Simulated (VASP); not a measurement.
Write the native input for VASP 6.6.1 that does the following.

```
Task                   : single point
Functional             : LDA
Potentials or basis    : VASP PAW LDA potentials, release 64 (Sn_d, Se)
Cutoff                 : 520 eV
k mesh                 : 6 × 6 × 3
Occupations            : fermi-dirac, width 0.05 eV
Spin                   : no spin polarisation
Dipole correction      : no
Further INCAR settings : ALGO = Normal; EDIFF = 1e-07; NBANDS = 28
```

The structure of SnSe lies in POSCAR:

```
SnSe
1.0
    4.1978472110      0.0000000000      0.0000000000
    0.0000000000      4.1978472110      0.0000000000
    0.0000000000      0.0000000000     10.7663293357
Sn Se
2 2
Direct
    0.0000000000      0.5000000000      0.6277708900
    0.5000000000      0.0000000000      0.3722291100
    0.0000000000      0.5000000000      0.3839605100
    0.5000000000      0.0000000000      0.6160394900
```

One way to write it, as run:

INCAR

```
SYSTEM = SnSe
ALGO = Normal ; EDIFF = 1E-7
ENCUT = 520 ; ISIF = 2
ISMEAR = -1 ; LASPH = .True.
LCHARG = .False. ; LREAL = .False.
LWAVE = .False. ; NBANDS = 28
NELM = 80 ; PREC = Accurate
SIGMA = 0.05
```

KPOINTS

```
k-points
0
Gamma
  6 6 3
  0 0 0
```

Potentials or basis: VASP PAW LDA potentials, release 64 (Sn_d, Se).

The run is started by

```sh
$ cat potpaw_LDA.64/Sn_d/POTCAR potpaw_LDA.64/Se/POTCAR > POTCAR
$ mpirun -np 1 vasp_std > vasp.out
```

Results of the run:

The largest force is 0.341 eV/Å and the band gap on the k mesh is 1.38 eV, direct.

Caveat: spin-orbit coupling is left out, which moves the levels of the heavy elements.

Run time: 76 s on 1 thread of Intel(R) Xeon(R) Platinum 8259CL CPU @ 2.50GHz (Skylake/Cascade Lake) (shared host), peak memory 0.27 GiB.
